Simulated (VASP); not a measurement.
A run of VASP 6.6.1 is set up as follows.

The input INCAR:

```
PREC = Accurate ; ENCUT = 520
EDIFF = 1E-6 ; ISMEAR = 0
SIGMA = 0.2 ; LREAL = F
LASPH = T ; NELM = 100
ALGO = Normal ; ISIF = 2
LWAVE = F ; LCHARG = F
GGA = PE ; NBANDS = 64
```

KPOINTS

```
Automatic mesh
0
Gamma
  4 3 3
```

Contents of POSCAR:

```
Ti2Ge5Ru
1.0
    4.6172678202      0.0000000000      0.0000000000
    0.0000000000      6.4466489425      0.0000000000
    0.0000000000      0.0000000000      7.5092248721
Ti Ge Ru
2 5 1
Direct
    0.0000000000      0.5000000000      0.5000000000
    0.5000000000      0.5000000000      0.5000000000
    0.0000000000      0.8070519288      0.3007391650
    0.0000000000      0.8070519288      0.6992608350
    0.0000000000      0.1929480712      0.6992608350
    0.0000000000      0.1929480712      0.3007391650
    0.0000000000      0.0000000000      0.0000000000
    0.5000000000      0.0000000000      0.0000000000
```

Potentials or basis: VASP PAW PBE potentials, release 64 (Ti_sv, Ge_d, Ru_pv).

Command:

```console
$ cat potpaw_PBE.64/Ti_sv/POTCAR potpaw_PBE.64/Ge_d/POTCAR potpaw_PBE.64/Ru_pv/POTCAR > POTCAR
$ mpirun -np 1 vasp_std > vasp.out
```

**Question.** What does it give for the band gap on the k mesh?

**Answer.** Zero (bands 54 and 55 overlap by 0.28 eV).

**Question.** Estimate the pressure.

**Answer.** 0.0 GPa.

**Question.** Estimate the largest force.

**Answer.** 0.051 eV/Å.

Forces on the atoms (eV/Å):
```
Ti   0.000  0.000  0.000
Ti   0.000  0.000  0.000
Ge   0.000  0.050  0.012
Ge   0.000  0.050 -0.012
Ge   0.000 -0.050 -0.012
Ge   0.000 -0.050  0.012
Ge   0.000  0.000  0.000
Ru   0.000  0.000  0.000
```
